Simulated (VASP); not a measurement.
Here is a VASP 6.6.1 calculation.

INCAR

```
PREC = Accurate
ENCUT = 520
EDIFF = 1E-6
ISMEAR = 0
SIGMA = 0.05
LREAL = False
LASPH = True
NELM = 80
ALGO = Normal
ISIF = 2
LWAVE = False
LCHARG = False
GGA = PE
NBANDS = 19
```

Contents of KPOINTS:

```
regular mesh
0
Gamma
  6 6 6
```

Contents of POSCAR:

```
SrCl2
1.0
    0.0000000000      3.6714289355      3.3887289075
    3.6714289355      0.0000000000      3.3887289075
    3.6714289355      3.6714289355      0.0000000000
Sr Cl
1 2
Direct
    0.0000000000      0.0000000000      0.0000000000
    0.2500000000      0.2500000000      0.2500000000
    0.7500000000      0.7500000000      0.7500000000
```

Potentials or basis: VASP PAW PBE potentials, release 64 (Sr_sv, Cl).

Launch:

```sh
$ cat potpaw_PBE.64/Sr_sv/POTCAR potpaw_PBE.64/Cl/POTCAR > POTCAR
$ mpirun -np 1 vasp_std > vasp.out
```

Q: Predict the pressure.

A: -1.3 GPa.

Q: Estimate the band gap on the k mesh.

A: 4.61 eV (least direct gap 4.84 eV).

Stress tensor (GPa, compression positive):
```
-2.56  0.00  0.00
 0.00 -2.56  0.00
 0.00  0.00  1.28
```

A k mesh can miss the band edges. Expect the measured gap to be larger: semilocal functionals such as PBE lack the derivative discontinuity.
